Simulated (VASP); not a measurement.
A run of VASP 6.6.1 is set up as follows.

INCAR

```
  PREC = Accurate
  ENCUT = 520
  EDIFF = 1E-6
  ISMEAR = -1
  SIGMA = 0.05
  LREAL = F
  LASPH = T
  NELM = 100
  ALGO = Normal
  ISIF = 2
  LWAVE = F
  LCHARG = T
  LELF = T
  LVHAR = T
  NBANDS = 16
```

Contents of KPOINTS:

```
regular mesh
0
Gamma
  8 8 8
```

The input POSCAR:

```
AgCl
1.0
    0.0000000000      2.7166437422      2.7166437422
    2.7166437422      0.0000000000      2.7166437422
    2.7166437422      2.7166437422      0.0000000000
Ag Cl
1 1
Direct
    0.0000000000      0.0000000000      0.0000000000
    0.5000000000      0.5000000000      0.5000000000
```

Potentials or basis: VASP PAW LDA potentials, release 64 (Ag, Cl).

Run with:

```bash
$ cat potpaw_LDA.64/Ag/POTCAR potpaw_LDA.64/Cl/POTCAR > POTCAR
$ mpirun -np 1 vasp_std > vasp.out
```

Q: Predict the band gap on the k mesh.

A: 0.64 eV (least direct gap 3.19 eV).

Q: Predict the pressure.

A: -2.7 GPa.

A k mesh can miss the band edges.
